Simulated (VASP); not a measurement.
# BeB12 (Fm-3m) in VASP: further runs

Runs on BeB12. Level: PBE. Tasks: single point, relaxation of cell and atoms.

Everything below comes from runs of VASP 6.6.1. Logs are shortened: lines on timing, memory, paths and dates and some standing lists are left out, and cuts for length are marked.

**1. The cell of the first run**

It takes space group Fm-3m (No. 225, cubic). Conventional cell: a = 7.374 Å, b = 7.374 Å, c = 7.374 Å, α = 90.00°, β = 90.00°, γ = 90.00°. Be (site symmetry m-3m) has 24 B at 2.74 Å within 3.6 Å. B (site symmetry mm2) has 5 B at 1.69 to 1.76 Å within 2.2 Å.

**2. Single point, PBE**

Contents of INCAR:

```
SYSTEM = BeB12
PREC = Accurate
ENCUT = 520
EDIFF = 1E-7
ISMEAR = 0
SIGMA = 0.02
LREAL = .False.
LASPH = .True.
NELM = 100
ALGO = Normal
ISIF = 2
LWAVE = .False.
LCHARG = .False.
GGA = PE
NBANDS = 31
```

Contents of KPOINTS:

```
regular mesh
0
Gamma
  8 8 8
  0 0 0
```

Contents of POSCAR:

```
BeB12
1.0
    0.0000000000      3.6868314231      3.6868314231
    3.6868314231      0.0000000000      3.6868314231
    3.6868314231      3.6868314231      0.0000000000
Be B
1 12
Direct
    0.0000000000      0.0000000000      0.0000000000
    0.8382220364      0.5000000000      0.5000000000
    0.8382220364      0.5000000000      0.1617779636
    0.5000000000      0.8382220364      0.1617779636
    0.5000000000      0.8382220364      0.5000000000
    0.1617779636      0.5000000000      0.5000000000
    0.5000000000      0.1617779636      0.5000000000
    0.5000000000      0.1617779636      0.8382220364
    0.1617779636      0.5000000000      0.8382220364
    0.1617779636      0.8382220364      0.5000000000
    0.5000000000      0.5000000000      0.8382220364
    0.5000000000      0.5000000000      0.1617779636
    0.8382220364      0.1617779636      0.5000000000
```

Potentials or basis: VASP PAW PBE potentials, release 64 (Be, B).

Launch:

```bash
cat potpaw_PBE.64/Be/POTCAR potpaw_PBE.64/B/POTCAR > POTCAR
mpirun -np 1 vasp_std > vasp.out
```

OUTCAR:

```text
SYSTEM = BeB12
   PREC = Accurate
   ENCUT = 520
   EDIFF = 1E-7
   ISMEAR = 0
   LREAL = .False.
   LASPH = .True.
   NELM = 100
   ISIF = 2
   GGA = PE

 ion  position               nearest neighbor table
   1  0.000  0.000  0.000-
   2  0.838  0.500  0.500-   6 1.69   5 1.76   3 1.76  11 1.76  13 1.76
   3  0.838  0.500  0.162-   9 1.69   4 1.76   2 1.76  12 1.76  13 1.76
   4  0.500  0.838  0.162-   8 1.69   5 1.76   3 1.76  10 1.76  12 1.76
   5  0.500  0.838  0.500-   7 1.69   4 1.76   2 1.76  10 1.76  11 1.76
   6  0.162  0.500  0.500-   2 1.69   7 1.76   9 1.76  10 1.76  12 1.76
   7  0.500  0.162  0.500-   5 1.69   6 1.76   8 1.76  12 1.76  13 1.76
   8  0.500  0.162  0.838-   4 1.69   7 1.76   9 1.76  11 1.76  13 1.76
   9  0.162  0.500  0.838-   3 1.69   6 1.76   8 1.76  10 1.76  11 1.76
  10  0.162  0.838  0.500-  13 1.69   5 1.76   6 1.76   9 1.76   4 1.76
  11  0.500  0.500  0.838-  12 1.69   5 1.76   8 1.76   9 1.76   2 1.76
  12  0.500  0.500  0.162-  11 1.69   4 1.76   6 1.76   7 1.76   3 1.76
  13  0.838  0.162  0.500-  10 1.69   3 1.76   7 1.76   8 1.76   2 1.76

  LATTYP: Found a face centered cubic cell.
 ALAT       =     7.3736628462

  Lattice vectors:

 A1 = (   0.0000000000,   3.6868314231,   3.6868314231)
 A2 = (   3.6868314231,   0.0000000000,   3.6868314231)
 A3 = (   3.6868314231,   3.6868314231,   0.0000000000)

Analysis of symmetry for initial positions (statically):
=====================================================================
 Subroutine PRICEL returns:
 Original cell was already a primitive cell.

 Routine SETGRP: Setting up the symmetry group for a
 face centered cubic supercell.

 Subroutine GETGRP returns: Found 48 space group operations
 (whereof 48 operations were pure point group operations)
 out of a pool of 48 trial point group operations.

The static configuration has the point symmetry O_h .

Analysis of symmetry for dynamics (positions and initial velocities):
=====================================================================
 Subroutine PRICEL returns:
 Original cell was already a primitive cell.

 Routine SETGRP: Setting up the symmetry group for a
 face centered cubic supercell.

 Subroutine GETGRP returns: Found 48 space group operations
 (whereof 48 operations were pure point group operations)
 out of a pool of 48 trial point group operations.

The dynamic configuration has the point symmetry O_h .

 Subroutine INISYM returns: Found 48 space group operations
 (whereof 48 operations are pure point group operations),
 and found     1 'primitive' translations

----------------------------------------------------------------------------------------

                                     Primitive cell

  volume of cell :     100.2282

  direct lattice vectors                    reciprocal lattice vectors
     0.000000000  3.686831423  3.686831423    -0.135617809  0.135617809  0.135617809
     3.686831423  0.000000000  3.686831423     0.135617809 -0.135617809  0.135617809
     3.686831423  3.686831423  0.000000000     0.135617809  0.135617809 -0.135617809

  length of vectors
     5.213967001  5.213967001  5.213967001     0.234896936  0.234896936  0.234896936

  position of ions in fractional coordinates (direct lattice)
     0.000000000  0.000000000  0.000000000
     0.838222036  0.500000000  0.500000000
     0.838222036  0.500000000  0.161777964
     0.500000000  0.838222036  0.161777964
     0.500000000  0.838222036  0.500000000
     0.161777964  0.500000000  0.500000000
     0.500000000  0.161777964  0.500000000
     0.500000000  0.161777964  0.838222036
     0.161777964  0.500000000  0.838222036
     0.161777964  0.838222036  0.500000000
     0.500000000  0.500000000  0.838222036
     0.500000000  0.500000000  0.161777964
     0.838222036  0.161777964  0.500000000

  ion indices of the primitive-cell ions
   primitive index   ion index
                 1           1
                 2           2
                 3           3
                 4           4
                 5           5
                 6           6
                 7           7
                 8           8
                 9           9
                10          10
                11          11
                12          12
                13          13

----------------------------------------------------------------------------------------

 KPOINTS: regular mesh

Automatic generation of k-mesh.
 Grid dimensions read from file:
 generate k-points for:    8    8    8

 Generating k-lattice:

  Cartesian coordinates                     Fractional coordinates (reciprocal lattice)
    -0.016952226  0.016952226  0.016952226     0.125000000  0.000000000  0.000000000
     0.016952226 -0.016952226  0.016952226     0.000000000  0.125000000  0.000000000
     0.016952226  0.016952226 -0.016952226     0.000000000  0.000000000  0.125000000

  Length of vectors
     0.029362117  0.029362117  0.029362117

[... 71 lines left out ...]
  energy-cutoff  :      520.00
  volume of cell :      100.23
 maximum number of plane-waves:      2733
   NGX = 19   NGY = 19   NGZ = 19

 number of electron      38.0000000 magnetization

 Free energy of the ion-electron system (eV)
  ---------------------------------------------------
  ext. energy  EPLUGINS =         0.00000000
  ---------------------------------------------------
  free energy    TOTEN  =       -81.05500985 eV

  energy without entropy =      -81.05500985  energy(sigma->0) =      -81.05500985

 E-fermi :   5.3797     XC(G=0): -11.2970

 val. band max:        5.2462366542   @ k =   0.0000   0.0000   0.0000
 cond. band min:       5.5702761720   @ k =   0.0000   0.0000   0.0000
 fundamental gap:      0.3240395178
 Fermi energy:         5.3796839801

 k-point     1 :       0.0000    0.0000    0.0000
  band No.  band energies     occupation
      1      -9.4479      2.00000
      2      -4.2175      2.00000
      3      -4.2175      2.00000
      4      -4.2175      2.00000
      5      -2.3827      2.00000
      6      -2.3622      2.00000
[... 23 lines left out ...]
     30      14.2845      0.00000
     31      14.2845      0.00000

 k-point     2 :       0.1250    0.0000    0.0000
  band No.  band energies     occupation
      1      -9.3692      2.00000
      2      -4.7667      2.00000
      3      -4.2781      2.00000
      4      -4.2781      2.00000
      5      -2.6540      2.00000
      6      -2.2326      2.00000
[... 23 lines left out ...]
     30      14.1092      0.00000
     31      14.2131      0.00000

 k-point     3 :       0.2500    0.0000    0.0000
  band No.  band energies     occupation
      1      -9.1465      2.00000
      2      -5.6746      2.00000
      3      -4.3935      2.00000
      4      -4.3935      2.00000
      5      -3.0191      2.00000
      6      -2.1426      2.00000
[... 23 lines left out ...]
     30      12.5570      0.00000
     31      13.7691      0.00000

 k-point     4 :       0.3750    0.0000    0.0000
  band No.  band energies     occupation
      1      -8.8434      2.00000
      2      -6.4461      2.00000
      3      -4.4806      2.00000
      4      -4.4806      2.00000
      5      -3.2490      2.00000
      6      -2.3168      2.00000
[... 635 lines left out ...]
     30      12.3808      0.00000
     31      13.2957      0.00000

 k-point    23 :       0.5000    0.2500    0.1250
  band No.  band energies     occupation
      1      -8.6779      2.00000
      2      -6.2896      2.00000
      3      -5.4688      2.00000
      4      -4.8171      2.00000
      5      -2.6639      2.00000
      6      -2.3728      2.00000
[... 23 lines left out ...]
     30      12.1006      0.00000
     31      12.9047      0.00000

 k-point    24 :      -0.3750    0.2500    0.1250
  band No.  band energies     occupation
      1      -8.5225      2.00000
      2      -6.5668      2.00000
      3      -5.5235      2.00000
      4      -4.9090      2.00000
      5      -2.6183      2.00000
      6      -2.5264      2.00000
[... 23 lines left out ...]
     30      12.2764      0.00000
     31      12.6884      0.00000

 [... further k-points ...]

------------------------ aborting loop because EDIFF is reached ----------------------------------------

  FORCE on cell =-STRESS in cart. coord.  units (eV):
  Direction    XX          YY          ZZ          XY          YZ          ZX
  --------------------------------------------------------------------------------------
  -------------------------------------------------------------------------------------
  Total        0.0179330      0.0179330      0.0179330      0.0000000      0.0000000      0.0000000
  in kB        0.2866648      0.2866648      0.2866648      0.0000000      0.0000000      0.0000000
  external PRESSURE =       0.2866648 kB  Pullay stress =       0.0000000 kB

 VOLUME and BASIS-vectors are now :
 -----------------------------------------------------------------------------
  energy-cutoff  :      520.00
  volume of cell :      100.23
      direct lattice vectors                 reciprocal lattice vectors
     0.000000000  3.686831423  3.686831423    -0.135617809  0.135617809  0.135617809
     3.686831423  0.000000000  3.686831423     0.135617809 -0.135617809  0.135617809
     3.686831423  3.686831423  0.000000000     0.135617809  0.135617809 -0.135617809

 POSITION                                       TOTAL-FORCE (eV/Angst)
 -----------------------------------------------------------------------------------
      0.00000      0.00000      0.00000        -0.000000      0.000000      0.000000
      3.68683      4.93380      4.93380        -0.000000      0.003575      0.003575
      2.43986      3.68683      4.93380        -0.003575      0.000000      0.003575
      3.68683      2.43986      4.93380         0.000000     -0.003575      0.003575
      4.93380      3.68683      4.93380         0.003575      0.000000      0.003575
      3.68683      2.43986      2.43986         0.000000     -0.003575     -0.003575
      2.43986      3.68683      2.43986        -0.003575      0.000000     -0.003575
      3.68683      4.93380      2.43986         0.000000      0.003575     -0.003575
      4.93380      3.68683      2.43986         0.003575      0.000000     -0.003575
      4.93380      2.43986      3.68683         0.003575     -0.003575      0.000000
      4.93380      4.93380      3.68683         0.003575      0.003575      0.000000
      2.43986      2.43986      3.68683        -0.003575     -0.003575      0.000000
      2.43986      4.93380      3.68683        -0.003575      0.003575      0.000000
 -----------------------------------------------------------------------------------
    total drift:                               -0.000000     -0.000000      0.000000

  FREE ENERGIE OF THE ION-ELECTRON SYSTEM (eV)
  ---------------------------------------------------
  free  energy   TOTEN  =       -81.0550098542 eV

  energy  without entropy=      -81.0550098542  energy(sigma->0) =      -81.05500985
```

Wall time 2.4 min (1 thread of Intel Xeon Platinum 8488C (Sapphire Rapids), shared host); peak memory 0.25 GiB.

Results:

```yaml
Free_energy: -81.0550 eV
Pressure: 0.0 GPa
Largest_force: 0.005 eV/Å
Band_gap_on_the_k_mesh: 0.32 eV, direct
```

Forces in eV/Å, atoms in the order of the input:
```
Be   0.000  0.000  0.000
B    0.000  0.004  0.004
B   -0.004  0.000  0.004
B    0.000 -0.004  0.004
B    0.004  0.000  0.004
B    0.000 -0.004 -0.004
B   -0.004  0.000 -0.004
B    0.000  0.004 -0.004
B    0.004  0.000 -0.004
B    0.004 -0.004  0.000
B    0.004  0.004  0.000
B   -0.004 -0.004  0.000
B   -0.004  0.004  0.000
```

**3. Relaxation of cell and atoms, PBE**

Contents of INCAR:

```
ALGO = Normal
EDIFF = 1E-7
EDIFFG = -0.01
ENCUT = 600
GGA = PE
IBRION = 2
ISIF = 3
ISMEAR = 0
LASPH = T
LCHARG = F
LREAL = F
LWAVE = F
NELM = 100
NSW = 100
PREC = Accurate
SIGMA = 0.02
```

Contents of KPOINTS:

```
k-points
0
Gamma
  8 8 8
```

Contents of POSCAR:

```
BeB12
1.0
    0.0000000000      3.6848226912      3.6848226912
    3.6848226912      0.0000000000      3.6848226912
    3.6848226912      3.6848226912      0.0000000000
Be B
1 12
Direct
    0.0000000000      0.0000000000      0.0000000000
    0.8382977355      0.5000000000      0.5000000000
    0.8382977355      0.5000000000      0.1617022645
    0.5000000000      0.8382977355      0.1617022645
    0.5000000000      0.8382977355      0.5000000000
    0.1617022645      0.5000000000      0.5000000000
    0.5000000000      0.1617022645      0.5000000000
    0.5000000000      0.1617022645      0.8382977355
    0.1617022645      0.5000000000      0.8382977355
    0.1617022645      0.8382977355      0.5000000000
    0.5000000000      0.5000000000      0.8382977355
    0.5000000000      0.5000000000      0.1617022645
    0.8382977355      0.1617022645      0.5000000000
```

Potentials or basis: VASP PAW PBE potentials, release 64 (Be, B).

Launch:

```bash
cat potpaw_PBE.64/Be/POTCAR potpaw_PBE.64/B/POTCAR > POTCAR
mpirun -np 1 vasp_std > vasp.out
```

Run time: 3.8 min. Hardware: 1 thread of Intel Xeon Platinum 8488C (Sapphire Rapids), shared host; peak memory 0.29 GiB.

The run converged. Its results:

* Free energy: -81.0649 eV
* Relaxed volume: 7.71 Å³/atom
* Relaxed cell: a = 5.214 Å, b = 5.214 Å, c = 5.214 Å, α = 60.00°, β = 60.00°, γ = 60.00°
* Space group after relaxing (to 0.05 Å): Fm-3m (No. 225)
* Energy gained by relaxing: 0.0 meV/atom
* Ionic steps: 3
* Pressure after relaxing: 0.0 GPa
* Largest force after relaxing: 0.004 eV/Å
* Band gap on the k mesh: 0.32 eV, direct

Forces on the atoms (eV/Å):
```
Be   0.000  0.000  0.000
B    0.000  0.002  0.002
B   -0.002  0.000  0.002
B    0.000 -0.002  0.002
B    0.002  0.000  0.002
B    0.000 -0.002 -0.002
B   -0.002  0.000 -0.002
B    0.000  0.002 -0.002
B    0.002  0.000 -0.002
B    0.002 -0.002  0.000
B    0.002  0.002  0.000
B   -0.002 -0.002  0.000
B   -0.002  0.002  0.000
```

The path:
```
step  energy change (eV)  largest force (eV/Å)  pressure (GPa)  volume (Å³)
   1              0.0000                0.0101            0.33       100.06
   2             -0.0001                0.0103           -0.13       100.30
   3             -0.0002                0.0035            0.02       100.22
```

Final structure:
```xyz
13
Lattice="0.0000 3.6867 3.6867 3.6867 0.0000 3.6867 3.6867 3.6867 0.0000" Properties=species:S:1:pos:R:3 pbc="T T T"
Be    0.0000    0.0000    0.0000
B     3.6867    4.9337    4.9337
B     2.4397    3.6867    4.9337
B     3.6867    2.4397    4.9337
B     4.9337    3.6867    4.9337
B     3.6867    2.4397    2.4397
B     2.4397    3.6867    2.4397
B     3.6867    4.9337    2.4397
B     4.9337    3.6867    2.4397
B     4.9337    2.4397    3.6867
B     4.9337    4.9337    3.6867
B     2.4397    2.4397    3.6867
B     2.4397    4.9337    3.6867
```

Levels at points of the mesh, in eV from the valence-band top:
| k point | band 17 | band 18 | band 19 | band 20 | band 21 | band 22 |
| --- | --- | --- | --- | --- | --- | --- |
| (0.00, 0.00, 0.00) | -0.54 | 0.00 | 0.00 | 0.32 | 4.10 | 4.10 |
| (0.50, 0.00, 0.00) | -0.91 | -0.50 | -0.50 | 2.09 | 2.09 | 3.16 |
| (0.50, 0.50, 0.00) | -1.77 | -1.12 | -1.01 | 0.63 | 0.63 | 1.92 |

**4. Single point, PBE**

This run uses another cell than the first one, of 7.01 Å³/atom, 0.909 times its volume.

Contents of INCAR:

```
PREC = Accurate
ENCUT = 520
EDIFF = 1E-6
ISMEAR = 0
SIGMA = 0.1
LREAL = F
LASPH = T
NELM = 100
ALGO = Normal
ISIF = 2
LWAVE = F
LCHARG = T
GGA = PE
LELF = T
LVHAR = T
NBANDS = 31
```

Contents of KPOINTS:

```
regular mesh
0
Gamma
  4 4 4
```

Contents of POSCAR:

```
BeB12
1.0
    0.0000000000      3.5720697000      3.5720697000
    3.5720697000      0.0000000000      3.5720697000
    3.5720697000      3.5720697000      0.0000000000
Be B
1 12
Direct
    0.0000000000      0.0000000000      0.0000000000
    0.8370000100      0.5000000000      0.5000000000
    0.8370000100      0.5000000000      0.1629999900
    0.5000000000      0.8370000100      0.1629999900
    0.5000000000      0.8370000100      0.5000000000
    0.1629999900      0.5000000000      0.5000000000
    0.5000000000      0.1629999900      0.5000000000
    0.5000000000      0.1629999900      0.8370000100
    0.1629999900      0.5000000000      0.8370000100
    0.1629999900      0.8370000100      0.5000000000
    0.5000000000      0.5000000000      0.8370000100
    0.5000000000      0.5000000000      0.1629999900
    0.8370000100      0.1629999900      0.5000000000
```

Launch:

```bash
cat potpaw_PBE.64/Be/POTCAR potpaw_PBE.64/B/POTCAR > POTCAR
mpirun -np 1 vasp_std > vasp.out
```

It took 40 s on 1 thread of Intel Xeon Platinum 8488C (Sapphire Rapids), shared host; peak memory 0.22 GiB.

Results (log left out):

```
Free energy            : -80.4006 eV
Pressure               : 23.5 GPa
Largest force          : 0.557 eV/Å
Band gap on the k mesh : 0.45 eV, direct
```

Forces on the atoms (eV/Å):
```
Be   0.000  0.000  0.000
B    0.000  0.394  0.394
B   -0.394  0.000  0.394
B    0.000 -0.394  0.394
B    0.394  0.000  0.394
B    0.000 -0.394 -0.394
B   -0.394  0.000 -0.394
B    0.000  0.394 -0.394
B    0.394  0.000 -0.394
B    0.394 -0.394  0.000
B    0.394  0.394  0.000
B   -0.394 -0.394  0.000
B   -0.394  0.394  0.000
```

Levels at points of the mesh, in eV from the valence-band top:
```csv
k point,band 16,band 17,band 18,band 19,band 20,band 21,band 22,band 23
"(0.00, 0.00, 0.00)",-0.64,-0.64,0.00,0.00,0.45,4.50,4.50,4.50
"(0.50, 0.00, 0.00)",-1.08,-1.08,-0.49,-0.49,2.11,2.11,3.57,4.08
"(0.50, 0.50, 0.00)",-1.99,-1.99,-1.36,-1.06,0.55,0.55,2.25,5.32
```

A k mesh can miss the band edges.

**5. Overview**

| task | cell | k mesh | cutoff (eV) | smearing | gap on the mesh (eV) | pressure (GPa) | largest force (eV/Å) |
| --- | --- | --- | --- | --- | --- | --- | --- |
| single point | a = 5.214 Å, angles 60.0°, 13 atoms | 8 × 8 × 8 | 520 | gaussian 0.02 eV | 0.32 | 0.0 | 0.01 |
| relaxation of cell and atoms | relaxed from a = 5.211 Å, angles 60.0°, 13 atoms | 8 × 8 × 8 | 600 | gaussian 0.02 eV | 0.32 | 0.0 | - |
| single point | a = 5.052 Å, angles 60.0°, 13 atoms | 4 × 4 × 4 | 520 | gaussian 0.1 eV | 0.45 | 23.5 | 0.56 |

Alike in all rows: level PBE; potentials or basis VASP PAW PBE potentials, release 64 (Be, B); no spin polarisation.

Absolute energies hang on the potentials; compare differences alone.
